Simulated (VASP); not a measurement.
Wanted: the native input for a VASP 6.6.1 run.

```yaml
Task: single point
Functional: PBE
Potentials_or_basis: VASP PAW PBE potentials, release 64 (Sn_d, O)
Cutoff: 520 eV
k_mesh: 12 × 12 × 12
Occupations: fermi-dirac, width 0.08 eV
Spin: no spin polarisation
Dipole_correction: no
Further_INCAR_settings: ALGO = Normal; EDIFF = 1e-07; NBANDS = 17
```

The structure of SnO (zincblende type) lies in POSCAR:

```
SnO
1.0
    0.0000000000      2.7557244609      2.7557244609
    2.7557244609      0.0000000000      2.7557244609
    2.7557244609      2.7557244609      0.0000000000
Sn O
1 1
Direct
    0.0000000000      0.0000000000      0.0000000000
    0.2500000000      0.2500000000      0.2500000000
```

This cell differs from its parent crystal: volume scaled by 1.02.

These files were run (other wordings do the same):

INCAR

```
SYSTEM = SnO
  PREC = Accurate
  ENCUT = 520
  EDIFF = 1E-7
  ISMEAR = -1
  SIGMA = 0.08
  LREAL = .False.
  LASPH = .True.
  NELM = 100
  ALGO = Normal
  ISIF = 2
  LWAVE = .False.
  LCHARG = .False.
  GGA = PE
  NBANDS = 17
```

KPOINTS

```
regular mesh
0
Gamma
  12 12 12
  0 0 0
```

Potentials or basis: VASP PAW PBE potentials, release 64 (Sn_d, O).

Launch:

```sh
$ cat potpaw_PBE.64/Sn_d/POTCAR potpaw_PBE.64/O/POTCAR > POTCAR
$ mpirun -np 1 vasp_std > vasp.out
```

It gave:

```yaml
Pressure: -1.1 GPa
Band_gap_on_the_k_mesh: zero (band 10 reaches 5.48 eV, above the bottom of band 11 at 5.29 eV)
```

Caveat: spin-orbit coupling is left out, which moves the levels of the heavy elements.

Run time: 66 s on 1 thread of Intel Xeon 6975P-C, on a shared host, peak memory 0.2 GiB.
